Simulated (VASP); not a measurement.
# PbSe (wurtzite type) in VASP: single point with PBE

Aim: the single point of PbSe (wurtzite type) with PBE.

All numbers are computed with VASP 6.6.1; they aren't measurements. Logs are shortened: lines on timing, memory, paths and dates and some standing lists are left out, and cuts for length are marked.

## Step 1: The cell of the first run

The typed cell holds 4 atoms: a = 5.217 Å, b = 5.217 Å, c = 6.238 Å, α = 90.00°, β = 90.00°, γ = 120.00°.

## Step 2: Single point, PBE

INCAR

```
PREC = Accurate
ENCUT = 520
EDIFF = 1E-7
ISMEAR = -1
SIGMA = 0.08
LREAL = F
LASPH = T
NELM = 100
ALGO = Fast
ISIF = 2
LWAVE = F
LCHARG = F
GGA = PE
NBANDS = 28
```

KPOINTS

```
regular mesh
0
Gamma
  8 8 5
```

POSCAR

```
PbSe
1.0
    5.2170042374      0.0000000000      0.0000000000
   -2.6085021187      4.5180582012      0.0000000000
    0.0000000000      0.0000000000      6.2379148005
Pb Se
2 2
Direct
    0.3333333333      0.6666666667     -0.0620209164
    0.6666666667      0.3333333333      0.4379790836
    0.3333333333      0.6666666667      0.4380209164
    0.6666666667      0.3333333333      0.9380209164
```

Potentials or basis: VASP PAW PBE potentials, release 64 (Pb_d, Se).

Started as:

```bash
cat potpaw_PBE.64/Pb_d/POTCAR potpaw_PBE.64/Se/POTCAR > POTCAR
mpirun -np 1 vasp_std > vasp.out
```

OUTCAR:

```text
PREC = Accurate
   ENCUT = 520
   EDIFF = 1E-7
   ISMEAR = -1
   LREAL = F
   LASPH = T
   NELM = 100
   ISIF = 2
   GGA = PE

 ion  position               nearest neighbor table
   1  0.333  0.667  0.938-   4 3.01   4 3.01   4 3.01   3 3.12   3 3.12
   2  0.667  0.333  0.438-   3 3.01   3 3.01   3 3.01   4 3.12   4 3.12
   3  0.333  0.667  0.438-   2 3.01   2 3.01   2 3.01   1 3.12   1 3.12
   4  0.667  0.333  0.938-   1 3.01   1 3.01   1 3.01   2 3.12   2 3.12

  LATTYP: Found a hexagonal cell.
 ALAT       =     5.2170042374
 C/A-ratio  =     1.1956890423

  Lattice vectors:

 A1 = (   5.2170042374,   0.0000000000,   0.0000000000)
 A2 = (  -2.6085021187,   4.5180582012,   0.0000000000)
 A3 = (   0.0000000000,   0.0000000000,   6.2379148005)

Analysis of symmetry for initial positions (statically):
=====================================================================
 Subroutine PRICEL returns:
 Original cell was already a primitive cell.

 Routine SETGRP: Setting up the symmetry group for a
 hexagonal supercell.

 Subroutine GETGRP returns: Found 12 space group operations
 (whereof  6 operations were pure point group operations)
 out of a pool of 24 trial point group operations.

The static configuration has the point symmetry C_3v.
 The point group associated with its full space group is C_6v.

Analysis of symmetry for dynamics (positions and initial velocities):
=====================================================================
 Subroutine PRICEL returns:
 Original cell was already a primitive cell.

 Routine SETGRP: Setting up the symmetry group for a
 hexagonal supercell.

 Subroutine GETGRP returns: Found 12 space group operations
 (whereof  6 operations were pure point group operations)
 out of a pool of 24 trial point group operations.

The dynamic configuration has the point symmetry C_3v.
 The point group associated with its full space group is C_6v.

 Subroutine INISYM returns: Found 12 space group operations
 (whereof  6 operations are pure point group operations),
 and found     1 'primitive' translations

----------------------------------------------------------------------------------------

                                     Primitive cell

  volume of cell :     147.0322

  direct lattice vectors                    reciprocal lattice vectors
     5.217004237  0.000000000  0.000000000     0.191680887  0.110667012  0.000000000
    -2.608502119  4.518058201  0.000000000     0.000000000  0.221334023  0.000000000
     0.000000000  0.000000000  6.237914800     0.000000000  0.000000000  0.160309980

  length of vectors
     5.217004237  5.217004237  6.237914800     0.221334023  0.221334023  0.160309980

  position of ions in fractional coordinates (direct lattice)
     0.333333333  0.666666667  0.937979084
     0.666666667  0.333333333  0.437979084
     0.333333333  0.666666667  0.438020916
     0.666666667  0.333333333  0.938020916

  ion indices of the primitive-cell ions
   primitive index   ion index
                 1           1
                 2           2
                 3           3
                 4           4

----------------------------------------------------------------------------------------

 KPOINTS: regular mesh

Automatic generation of k-mesh.
 Grid dimensions read from file:
 generate k-points for:    8    8    5

 Generating k-lattice:

  Cartesian coordinates                     Fractional coordinates (reciprocal lattice)
     0.023960111  0.013833376  0.000000000     0.125000000 -0.000000000  0.000000000
     0.000000000  0.027666753  0.000000000     0.000000000  0.125000000  0.000000000
     0.000000000  0.000000000  0.032061996     0.000000000  0.000000000  0.200000000

  Length of vectors
     0.027666753  0.027666753  0.032061996

  Shift w.r.t. Gamma in fractional coordinates (k-lattice)
     0.000000000  0.000000000  0.000000000

 Subroutine IBZKPT returns following result:
 ===========================================

 Found     30 irreducible k-points:

 Following reciprocal coordinates:
            Coordinates               Weight
  0.000000  0.000000  0.000000      1.000000
  0.125000  0.000000  0.000000      6.000000
  0.250000  0.000000  0.000000      6.000000
  0.375000  0.000000  0.000000      6.000000
  0.500000  0.000000  0.000000      3.000000
  0.125000  0.125000  0.000000      6.000000
[... 16 lines left out ...]
  0.250000  0.000000  0.400000     12.000000
  0.375000  0.000000  0.400000     12.000000
 [... further k-points ...]
   k-points           NKPTS =     30   k-points in BZ     NKDIM =     30   number of bands    NBANDS=     28
   number of dos      NEDOS =    301   number of ions     NIONS =      4
   total plane-waves  NPLWV =  76800
   dimension x,y,z NGX =    40 NGY =   40 NGZ =   48
   dimension x,y,z NGXF=    80 NGYF=   80 NGZF=   96
   ions per type =               2   2
   NGX,Y,Z   is equivalent  to a cutoff of  12.75, 12.75, 12.79 a.u.
   NGXF,Y,Z  is equivalent  to a cutoff of  25.49, 25.49, 25.58 a.u.
 SYSTEM =  unknown system
   PREC   = accura    normal or accurate (medium, high low for compatibility)
   ISTART =      0    job   : 0-new  1-cont  2-samecut
   ICHARG =      2    charge: 1-file 2-atom 10-const
   ISPIN  =      1    spin polarized calculation?
   LNONCOLLINEAR =      F non collinear calculations
   LSORBIT =      F    spin-orbit coupling
   LASPH  =      T    aspherical Exc in radial PAW
   ENCUT  =  520.0 eV  38.22 Ry    6.18 a.u.   9.70  9.70 11.60*2*pi/ulx,y,z
   NELM   =    100;   NELMIN=  2; NELMDL= -5     # of ELM steps
   EDIFF  = 0.1E-06   stopping-criterion for ELM
   LREAL  =      F    real-space projection
   EDIFFG = 0.1E-05   stopping-criterion for IOM
   NSW    =      0    number of steps for IOM
   IBRION =     -1    ionic relax: 0-MD 1-quasi-New 2-CG
   NFREE  =      0    steps in history (QN), initial steepest desc. (CG)
   ISIF   =      2    stress and relaxation
   ISYM   =      2    0-nonsym 1-usesym 2-fastsym
   POTIM  = 0.5000    time-step for ionic-motion
   TEBEG  =    0.0;   TEEND  =   0.0 temperature during run
   PSTRESS=    0.0 pullay stress
   NELECT =      40.0000    total number of electrons
   NUPDOWN=      -1.0000    fix difference up-down
   EMIN   =  10.00;   EMAX   =-10.00  energy-range for DOS
   EFERMI =   0.00;   METHOD = LEGACY
   ISMEAR =    -1;   SIGMA  =   0.08  broadening in eV -4-tet -1-fermi 0-gaus
   EFERMI_NEDOS =   21; number of points for ismear=-14 and -15
   IALGO  =     68    algorithm
   IMIX   =      4    mixing-type and parameters
     AMIX     =   0.40;   BMIX     =  1.00
     AMIX_MAG =   1.60;   BMIX_MAG =  1.00
  volume/ion in A,a.u.               =      36.76       248.06
  Fermi-wavevector in a.u.,A,eV,Ry     =   1.060777  2.004577 15.309921  1.125247
  Thomas-Fermi vector in A             =   2.196170
   LORBIT       =      0    0 simple, 1 ext, 2 COOP (PROOUT), +10 PAW based schemes
   GGA     = PE    functional components
   LHFCALC =     F    Hartree Fock is set to
   AEXX    =    0.0000 exact exchange contribution
   IVDW    =     0    specifies the selected vdW correction
   LEPSILON=     F    determine dielectric tensor
   LRPA    =     F    only Hartree local field effects (RPA)
 non-spin polarized calculation
 RMM-DIIS sequential band-by-band and
  energy-cutoff  :      520.00
  volume of cell :      147.03
 maximum number of plane-waves:      3990
 NGX is ok and might be reduce to    40
   NGX = 19   NGY = 19   NGZ = 23

 number of electron      39.9999996 magnetization

 Free energy of the ion-electron system (eV)
  ---------------------------------------------------
  ext. energy  EPLUGINS =         0.00000000
  ---------------------------------------------------
  free energy    TOTEN  =       -16.09130592 eV

  energy without entropy =      -16.09128498  energy(sigma->0) =      -16.09129545

 E-fermi :   3.4549     XC(G=0):  -8.1288

 val. band max:        2.6898236430   @ k =   0.3750   0.2500   0.4000
 cond. band min:       4.3007411604   @ k =   0.2500   0.1250   0.4000
 fundamental gap:      1.6109175174
 Fermi energy:         3.4549163647

 k-point     1 :       0.0000    0.0000    0.0000
  band No.  band energies     occupation
      1     -13.9298      2.00000
      2     -13.8643      2.00000
      3     -13.8643      2.00000
      4     -13.8636      2.00000
      5     -13.8636      2.00000
      6     -13.8578      2.00000
[... 20 lines left out ...]
     27       8.6533      0.00000
     28       9.2961      0.00000

 k-point     2 :       0.1250    0.0000    0.0000
  band No.  band energies     occupation
      1     -13.9292      2.00000
      2     -13.8678      2.00000
      3     -13.8644      2.00000
      4     -13.8619      2.00000
      5     -13.8612      2.00000
      6     -13.8585      2.00000
[... 20 lines left out ...]
     27       8.4906      0.00000
     28       9.0898      0.00000

 k-point     3 :       0.2500    0.0000    0.0000
  band No.  band energies     occupation
      1     -13.9275      2.00000
      2     -13.8769      2.00000
      3     -13.8628      2.00000
      4     -13.8602      2.00000
      5     -13.8569      2.00000
      6     -13.8567      2.00000
[... 20 lines left out ...]
     27       8.7519      0.00000
     28       9.4451      0.00000

 k-point     4 :       0.3750    0.0000    0.0000
  band No.  band energies     occupation
      1     -13.9245      2.00000
      2     -13.8868      2.00000
      3     -13.8618      2.00000
      4     -13.8608      2.00000
      5     -13.8545      2.00000
      6     -13.8530      2.00000
[... 578 lines left out ...]
     27       8.7795      0.00000
     28       9.5192      0.00000

 k-point    23 :       0.2500    0.0000    0.4000
  band No.  band energies     occupation
      1     -13.8935      2.00000
      2     -13.8759      2.00000
      3     -13.8671      2.00000
      4     -13.8648      2.00000
      5     -13.8609      2.00000
      6     -13.8598      2.00000
[... 20 lines left out ...]
     27       9.6532      0.00000
     28      10.1495      0.00000

 k-point    24 :       0.3750    0.0000    0.4000
  band No.  band energies     occupation
      1     -13.8934      2.00000
      2     -13.8776      2.00000
      3     -13.8632      2.00000
      4     -13.8619      2.00000
      5     -13.8613      2.00000
      6     -13.8579      2.00000
[... 20 lines left out ...]
     27       9.6190      0.00000
     28       9.8653      0.00000

 [... further k-points ...]
[... 5 lines left out ...]
  --------------------------------------------------------------------------------------
  -------------------------------------------------------------------------------------
  Total       -0.0133745     -0.0133745     -0.0151875      0.0000000      0.0000000     -0.0000000
  in kB       -0.1457386     -0.1457386     -0.1654945      0.0000000      0.0000000     -0.0000000
  external PRESSURE =      -0.1523239 kB  Pullay stress =       0.0000000 kB

 VOLUME and BASIS-vectors are now :
 -----------------------------------------------------------------------------
  energy-cutoff  :      520.00
  volume of cell :      147.03
      direct lattice vectors                 reciprocal lattice vectors
     5.217004237  0.000000000  0.000000000     0.191680887  0.110667012  0.000000000
    -2.608502119  4.518058201  0.000000000     0.000000000  0.221334023  0.000000000
     0.000000000  0.000000000  6.237914800     0.000000000  0.000000000  0.160309980

 POSITION                                       TOTAL-FORCE (eV/Angst)
 -----------------------------------------------------------------------------------
     -0.00000      3.01204      5.85103         0.000000      0.000000      0.000076
      2.60850      1.50602      2.73208        -0.000000      0.000000      0.000076
     -0.00000      3.01204      2.73234         0.000000      0.000000     -0.000076
      2.60850      1.50602      5.85129        -0.000000      0.000000     -0.000076
 -----------------------------------------------------------------------------------
    total drift:                               -0.000000      0.000000      0.000056

  FREE ENERGIE OF THE ION-ELECTRON SYSTEM (eV)
  ---------------------------------------------------
  free  energy   TOTEN  =       -16.0913059167 eV

  energy  without entropy=      -16.0912849798  energy(sigma->0) =      -16.09129545
```

Wall time 72 s (1 thread of Intel Xeon 6975P-C (Granite Rapids), shared host); peak memory 0.33 GiB.

Results:

```yaml
Free_energy: -16.0913 eV
Pressure: 0.0 GPa
Band_gap_on_the_k_mesh: 1.61 eV (least direct gap 1.70 eV)
```

Caveat: spin-orbit coupling is left out, which moves the levels of the heavy elements; an odd mesh through Γ misses points on the zone boundary, where band edges can lie.
